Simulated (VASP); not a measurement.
# CdSe (R3m) in VASP: further runs

Runs on CdSe. Level: PBEsol. Tasks: single point.

Program: VASP 6.6.1. These are calculated values, not measurements. Logs are shortened: lines on timing, memory, paths and dates and some standing lists are left out, and cuts for length are marked.

## (1) The cell of the first run

The structure is trigonal, space group R3m (No. 160). The conventional cell has a = 4.113 Å, b = 4.113 Å, c = 9.678 Å, α = 90.00°, β = 90.00°, γ = 120.00°. Cd (site symmetry 3m) has 4 Se at 2.42 to 2.51 Å within 3.2 Å. Se (site symmetry 3m) has 4 Cd at 2.42 to 2.51 Å within 3.2 Å.

## (2) Single point, PBEsol

Contents of INCAR:

```
PREC     = Accurate       # precision mode
ENCUT    = 520            # plane-wave cutoff, eV
EDIFF    = 1E-7           # SCF threshold, eV
ISMEAR   = 0              # smearing method
SIGMA    = 0.05           # smearing width, eV
LREAL    = False          # projectors in reciprocal space
LASPH    = True           # aspherical terms in the spheres
NELM     = 60             # most SCF steps
ALGO     = Normal         # electronic algorithm
ISIF     = 2              # what is computed and relaxed
LWAVE    = False          # write WAVECAR
LCHARG   = False          # write CHGCAR
GGA      = PS             # functional
NBANDS   = 16             # bands
```

Contents of KPOINTS:

```
Automatic mesh
0
Gamma
  10 10 10
```

Contents of POSCAR:

```
CdSe
1.0
    0.0000000000      2.9083078784      2.9083078784
    2.9083078784      0.0000000000      2.9083078784
    2.8319163248      2.8319163248      0.0763915536
Cd Se
1 1
Direct
    0.0000000000      0.0000000000      0.0000000000
    0.7500000000      0.7500000000      0.7500000000
```

Potentials or basis: VASP PAW PBE potentials, release 64 (Cd, Se).

Run with:

```console
> cat potpaw_PBE.64/Cd/POTCAR potpaw_PBE.64/Se/POTCAR > POTCAR
> mpirun -np 1 vasp_std > vasp.out
```

OUTCAR:

```text
PREC = Accurate
   ENCUT = 520
   EDIFF = 1E-7
   ISMEAR = 0
   LREAL = False
   LASPH = True
   NELM = 60
   ISIF = 2
   GGA = PS

 ion  position               nearest neighbor table
   1  0.000  0.000  0.000-   2 2.42   2 2.51   2 2.51   2 2.51
   2  0.750  0.750  0.750-   1 2.42   1 2.51   1 2.51   1 2.51

  LATTYP: Found a trigonal (rhomboedric) cell.
 ALAT       =     4.0056629677
 COS(alpha) =     0.4728527458

  Lattice vectors:

 A1 = (   2.8319163248,  -0.0763915536,  -2.8319163248)
 A2 = (  -0.0763915536,   2.8319163248,  -2.8319163248)
 A3 = (   2.8319163248,   2.8319163248,   0.0763915536)

Analysis of symmetry for initial positions (statically):
=====================================================================
 Subroutine PRICEL returns:
 Original cell was already a primitive cell.

 Routine SETGRP: Setting up the symmetry group for a
 trigonal (rhombohedral) supercell.

 Subroutine GETGRP returns: Found  6 space group operations
 (whereof  6 operations were pure point group operations)
 out of a pool of 12 trial point group operations.

The static configuration has the point symmetry C_3v.

Analysis of symmetry for dynamics (positions and initial velocities):
=====================================================================
 Subroutine PRICEL returns:
 Original cell was already a primitive cell.

 Routine SETGRP: Setting up the symmetry group for a
 trigonal (rhombohedral) supercell.

 Subroutine GETGRP returns: Found  6 space group operations
 (whereof  6 operations were pure point group operations)
 out of a pool of 12 trial point group operations.

The dynamic configuration has the point symmetry C_3v.

 Subroutine INISYM returns: Found  6 space group operations
 (whereof  6 operations are pure point group operations),
 and found     1 'primitive' translations

----------------------------------------------------------------------------------------

                                     Primitive cell

  volume of cell :      47.2600

  direct lattice vectors                    reciprocal lattice vectors
     0.000000000  2.908307878  2.908307878    -0.174271785  0.169570766  0.174271785
     2.908307878  0.000000000  2.908307878     0.169570766 -0.174271785  0.174271785
     2.831916325  2.831916325  0.076391554     0.178972804  0.178972804 -0.178972804

  length of vectors
     4.112968445  4.112968445  4.005662968     0.299158077  0.299158077  0.309989990

  position of ions in fractional coordinates (direct lattice)
     0.000000000  0.000000000  0.000000000
     0.750000000  0.750000000  0.750000000

  ion indices of the primitive-cell ions
   primitive index   ion index
                 1           1
                 2           2

----------------------------------------------------------------------------------------

 KPOINTS: Automatic mesh

Automatic generation of k-mesh.
 Grid dimensions read from file:
 generate k-points for:   10   10   10

 Generating k-lattice:

  Cartesian coordinates                     Fractional coordinates (reciprocal lattice)
    -0.017427178  0.016957077  0.017427178     0.100000000  0.000000000  0.000000000
     0.016957077 -0.017427178  0.017427178     0.000000000  0.100000000  0.000000000
     0.017897280  0.017897280 -0.017897280     0.000000000  0.000000000  0.100000000

  Length of vectors
     0.029915808  0.029915808  0.030998999

  Shift w.r.t. Gamma in fractional coordinates (k-lattice)
     0.000000000  0.000000000  0.000000000

 Subroutine IBZKPT returns following result:
 ===========================================

 Found    116 irreducible k-points:

 Following reciprocal coordinates:
            Coordinates               Weight
  0.000000  0.000000  0.000000      1.000000
  0.100000  0.000000  0.000000      6.000000
  0.200000  0.000000  0.000000      6.000000
  0.300000  0.000000 -0.000000      6.000000
  0.400000  0.000000  0.000000      6.000000
  0.500000  0.000000 -0.000000      3.000000
[... 16 lines left out ...]
  0.300000  0.300000 -0.000000      6.000000
  0.400000  0.300000  0.000000     12.000000
 [... further k-points ...]
   k-points           NKPTS =    116   k-points in BZ     NKDIM =    116   number of bands    NBANDS=     16
   number of dos      NEDOS =    301   number of ions     NIONS =      2
   total plane-waves  NPLWV =  30720
   dimension x,y,z NGX =    32 NGY =   32 NGZ =   30
   dimension x,y,z NGXF=    64 NGYF=   64 NGZF=   60
   ions per type =               1   1
   NGX,Y,Z   is equivalent  to a cutoff of  12.93, 12.93, 12.45 a.u.
   NGXF,Y,Z  is equivalent  to a cutoff of  25.87, 25.87, 24.90 a.u.
 SYSTEM =  unknown system
   PREC   = accura    normal or accurate (medium, high low for compatibility)
   ISTART =      0    job   : 0-new  1-cont  2-samecut
   ICHARG =      2    charge: 1-file 2-atom 10-const
   ISPIN  =      1    spin polarized calculation?
   LNONCOLLINEAR =      F non collinear calculations
   LSORBIT =      F    spin-orbit coupling
   LASPH  =      T    aspherical Exc in radial PAW
   ENCUT  =  520.0 eV  38.22 Ry    6.18 a.u.   7.65  7.65  7.45*2*pi/ulx,y,z
   NELM   =     60;   NELMIN=  2; NELMDL= -5     # of ELM steps
   EDIFF  = 0.1E-06   stopping-criterion for ELM
   LREAL  =      F    real-space projection
   EDIFFG = 0.1E-05   stopping-criterion for IOM
   NSW    =      0    number of steps for IOM
   IBRION =     -1    ionic relax: 0-MD 1-quasi-New 2-CG
   NFREE  =      0    steps in history (QN), initial steepest desc. (CG)
   ISIF   =      2    stress and relaxation
   ISYM   =      2    0-nonsym 1-usesym 2-fastsym
   POTIM  = 0.5000    time-step for ionic-motion
   TEBEG  =    0.0;   TEEND  =   0.0 temperature during run
   PSTRESS=    0.0 pullay stress
   NELECT =      18.0000    total number of electrons
   NUPDOWN=      -1.0000    fix difference up-down
   EMIN   =  10.00;   EMAX   =-10.00  energy-range for DOS
   EFERMI =   0.00;   METHOD = LEGACY
   ISMEAR =     0;   SIGMA  =   0.05  broadening in eV -4-tet -1-fermi 0-gaus
   EFERMI_NEDOS =   21; number of points for ismear=-14 and -15
   IALGO  =     38    algorithm
   IMIX   =      4    mixing-type and parameters
     AMIX     =   0.40;   BMIX     =  1.00
     AMIX_MAG =   1.60;   BMIX_MAG =  1.00
  volume/ion in A,a.u.               =      23.63       159.46
  Fermi-wavevector in a.u.,A,eV,Ry     =   1.186682  2.242504 19.159923  1.408215
  Thomas-Fermi vector in A             =   2.322850
   LORBIT       =      0    0 simple, 1 ext, 2 COOP (PROOUT), +10 PAW based schemes
   GGA     = PS    functional components
   LHFCALC =     F    Hartree Fock is set to
   AEXX    =    0.0000 exact exchange contribution
   IVDW    =     0    specifies the selected vdW correction
   LEPSILON=     F    determine dielectric tensor
   LRPA    =     F    only Hartree local field effects (RPA)
 non-spin polarized calculation
 Gauss-broadening in eV      SIGMA  =   0.05
  energy-cutoff  :      520.00
  volume of cell :       47.26
 maximum number of plane-waves:      1293
   NGX = 15   NGY = 15   NGZ = 15

 number of electron      18.0000001 magnetization

 Free energy of the ion-electron system (eV)
  ---------------------------------------------------
  ext. energy  EPLUGINS =         0.00000000
  ---------------------------------------------------
  free energy    TOTEN  =        -5.79638768 eV

  energy without entropy =       -5.79638768  energy(sigma->0) =       -5.79638768

 E-fermi :   2.7234     XC(G=0):  -9.9180

 val. band max:        2.4786164112   @ k =   0.0000   0.0000   0.0000
 cond. band min:       3.1933647546   @ k =   0.0000   0.0000   0.0000
 fundamental gap:      0.7147483434
 Fermi energy:         2.7234293010

 k-point     1 :       0.0000    0.0000    0.0000
  band No.  band energies     occupation
      1     -11.4173      2.00000
      2      -6.3740      2.00000
      3      -6.3189      2.00000
      4      -6.3189      2.00000
      5      -5.7283      2.00000
      6      -5.7283      2.00000
[... 8 lines left out ...]
     15      13.8463      0.00000
     16      13.8463      0.00000

 k-point     2 :       0.1000    0.0000    0.0000
  band No.  band energies     occupation
      1     -11.3669      2.00000
      2      -6.3557      2.00000
      3      -6.3033      2.00000
      4      -6.2870      2.00000
      5      -5.7299      2.00000
      6      -5.7290      2.00000
[... 8 lines left out ...]
     15      13.0274      0.00000
     16      13.3402      0.00000

 k-point     3 :       0.2000    0.0000    0.0000
  band No.  band energies     occupation
      1     -11.2331      2.00000
      2      -6.3099      2.00000
      3      -6.2654      2.00000
      4      -6.1718      2.00000
      5      -5.7298      2.00000
      6      -5.7270      2.00000
[... 8 lines left out ...]
     15      12.7022      0.00000
     16      12.9568      0.00000

 k-point     4 :       0.3000    0.0000   -0.0000
  band No.  band energies     occupation
      1     -11.0645      2.00000
      2      -6.2603      2.00000
      3      -6.2259      2.00000
      4      -5.9288      2.00000
      5      -5.7195      2.00000
      6      -5.7141      2.00000
[... 8 lines left out ...]
     15      12.6839      0.00000
     16      13.1727      0.00000
[... 324 lines left out ...]
 k-point    22 :      -0.2000    0.2000    0.0000
  band No.  band energies     occupation
      1     -11.0109      2.00000
      2      -6.2362      2.00000
      3      -6.1819      2.00000
      4      -5.9275      2.00000
      5      -5.7472      2.00000
      6      -5.6515      2.00000
[... 8 lines left out ...]
     15      14.1673      0.00000
     16      15.4200      0.00000

 k-point    23 :       0.3000    0.3000   -0.0000
  band No.  band energies     occupation
      1     -10.9362      2.00000
      2      -6.1405      2.00000
      3      -6.0975      2.00000
      4      -6.0454      2.00000
      5      -5.7004      2.00000
      6      -5.6662      2.00000
[... 8 lines left out ...]
     15      14.4744      0.00000
     16      17.1383      0.00000

 k-point    24 :       0.4000    0.3000    0.0000
  band No.  band energies     occupation
      1     -10.8275      2.00000
      2      -6.1165      2.00000
      3      -6.0529      2.00000
      4      -5.9565      2.00000
      5      -5.6563      2.00000
      6      -5.5346      2.00000
[... 8 lines left out ...]
     15      14.9542      0.00000
     16      16.8951      0.00000

 [... further k-points ...]

------------------------ aborting loop because EDIFF is reached ----------------------------------------

  FORCE on cell =-STRESS in cart. coord.  units (eV):
  Direction    XX          YY          ZZ          XY          YZ          ZX
  --------------------------------------------------------------------------------------
  -------------------------------------------------------------------------------------
  Total        4.3016809      4.3016809      4.3016809      0.7467725     -0.7467725     -0.7467725
  in kB      145.8327467    145.8327467    145.8327467     25.3165898    -25.3165898    -25.3165898
  external PRESSURE =     145.8327467 kB  Pullay stress =       0.0000000 kB

 VOLUME and BASIS-vectors are now :
 -----------------------------------------------------------------------------
  energy-cutoff  :      520.00
  volume of cell :       47.26
      direct lattice vectors                 reciprocal lattice vectors
     0.000000000  2.908307878  2.908307878    -0.174271785  0.169570766  0.174271785
     2.908307878  0.000000000  2.908307878     0.169570766 -0.174271785  0.174271785
     2.831916325  2.831916325  0.076391554     0.178972804  0.178972804 -0.178972804

 POSITION                                       TOTAL-FORCE (eV/Angst)
 -----------------------------------------------------------------------------------
      0.00000      0.00000      0.00000        -0.428193     -0.428193      0.428193
      4.30517      4.30517      4.41976         0.428193      0.428193     -0.428193
 -----------------------------------------------------------------------------------
    total drift:                               -0.000013     -0.000013      0.000016

  FREE ENERGIE OF THE ION-ELECTRON SYSTEM (eV)
  ---------------------------------------------------
  free  energy   TOTEN  =        -5.7963876849 eV

  energy  without entropy=       -5.7963876849  energy(sigma->0) =       -5.79638768
```

Wall time 28 s (1 thread of Intel Xeon 6975P-C (Granite Rapids), shared host); peak memory 0.24 GiB.

Results:

| Quantity | Value |
| --- | --- |
| Free energy | -5.7964 eV |
| Pressure | 14.6 GPa |
| Largest force | 0.742 eV/Å |
| Band gap on the k mesh | 0.71 eV, direct |

Forces on the atoms (eV/Å):
```
Cd  -0.428 -0.428  0.428
Se   0.428  0.428 -0.428
```

Stress tensor (GPa, compression positive):
```
14.58  2.53 -2.53
 2.53 14.58 -2.53
-2.53 -2.53 14.58
```

Levels at points of the mesh, in eV from the valence-band top:
| k point | band 7 | band 8 | band 9 | band 10 | band 11 | band 12 |
| --- | --- | --- | --- | --- | --- | --- |
| (0.00, 0.00, 0.00) | -0.15 | -0.15 | 0.00 | 0.71 | 5.49 | 5.49 |
| (0.50, 0.00, 0.00) | -5.71 | -1.11 | -1.06 | 2.42 | 6.13 | 6.49 |
| (0.50, 0.50, 0.00) | -5.10 | -2.80 | -2.51 | 2.49 | 3.64 | 9.72 |
| (0.00, 0.00, 0.50) | -5.73 | -1.32 | -1.32 | 2.16 | 6.04 | 6.04 |

Caveat: the PAW data sets were made with another functional, which shifts forces and pressure a little. As with any semilocal functional, this PBEsol gap is likely too small.

(Part 1 of 2 ends here.)
